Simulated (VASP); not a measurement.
## CdS: relaxation of cell and atoms with PBE

Crystal: CdS.

```
CELL_PARAMETERS angstrom
4.12455 0.00000 0.00000
-2.06228 3.57197 0.00000
0.00000 0.00000 6.73537
ATOMIC_POSITIONS crystal
Cd 0.00000 0.00000 0.00000
Cd 0.33333 0.66667 0.50000
S 0.00000 0.00000 0.37500
S 0.33333 0.66667 0.87500
```

```
Program                : VASP 6.6.1
Task                   : relaxation of cell and atoms
Functional             : PBE
Potentials or basis    : VASP PAW PBE potentials, release 64 (Cd, S)
Cutoff                 : 600 eV
k mesh                 : 12 × 12 × 4
Occupations            : gaussian, width 0.02 eV
Spin                   : no spin polarisation
Dipole correction      : no
Further INCAR settings : ALGO = Normal; EDIFF = 1e-07; IBRION = 2; EDIFFG = -0.005; NSW = 100; ISIF = 3
```

| Quantity | Value |
| --- | --- |
| Relaxed volume | 26.16 Å³/atom |
| Relaxed cell | a = 4.203 Å, b = 4.203 Å, c = 6.840 Å, α = 90.00°, β = 90.00°, γ = 120.00° |
| Space group after relaxing (to 0.1 Å) | P6_3mc (No. 186) |
| Energy gained by relaxing | 12.9 meV/atom |
| Ionic steps | 9 |
| Pressure after relaxing | 0.0 GPa |
| Band gap on the k mesh | 1.10 eV |

The path:
| step | energy change (eV) | largest force (eV/Å) | pressure (GPa) | volume (Å³) |
| --- | --- | --- | --- | --- |
| 1 | 0.0000 | 0.0210 | 3.20 | 99.23 |
| 2 | -0.0462 | 0.0143 | -0.91 | 106.53 |
| 3 | -0.0516 | 0.0156 | 0.01 | 104.64 |
| 4 | -0.0516 | 0.0157 | -0.05 | 104.75 |
| 5 | -0.0516 | 0.0127 | 0.01 | 104.64 |
| 6 | -0.0516 | 0.0109 | 0.05 | 104.57 |
| 7 | -0.0517 | 0.0081 | 0.02 | 104.62 |
| 8 | -0.0518 | 0.0022 | -0.03 | 104.72 |
| 9 | -0.0518 | 0.0002 | 0.01 | 104.65 |

Final structure:
```
Cd S
1.0
     4.20317    0.00000    0.00000
    -2.10159    3.64005    0.00000
     0.00000    0.00000    6.83974
Cd S
2 2
Cartesian
  0.0000 0.0000 6.8343
  0.0000 2.4267 3.4145
  2.1016 3.6401 2.5703
  0.0000 2.4267 5.9902
```

Levels at points of the mesh, in eV from the valence-band top:
```
           k point  band 14  band 15  band 16  band 17  band 18  band 19  band 20  band 21  band 22
(0.00, 0.00, 0.00)    -0.69    -0.69    -0.04     0.00     0.00     1.10     2.73     6.48     6.48
(0.50, 0.00, 0.00)    -3.32    -2.43    -1.71    -1.17    -0.69     3.61     3.87     5.12     6.24
(0.00, 0.00, 0.50)    -2.35    -0.36    -0.36    -0.36    -0.36     2.75     2.75     6.13     6.13
(0.50, 0.00, 0.50)    -3.89    -1.23    -1.23    -1.22    -1.22     3.45     3.45     5.35     5.35
```

Run time: 5.9 min on 1 thread of Intel(R) Xeon(R) 6975P-C (Granite Rapids), with other jobs on the host, peak memory 0.35 GiB.

A k mesh can miss the band edges.
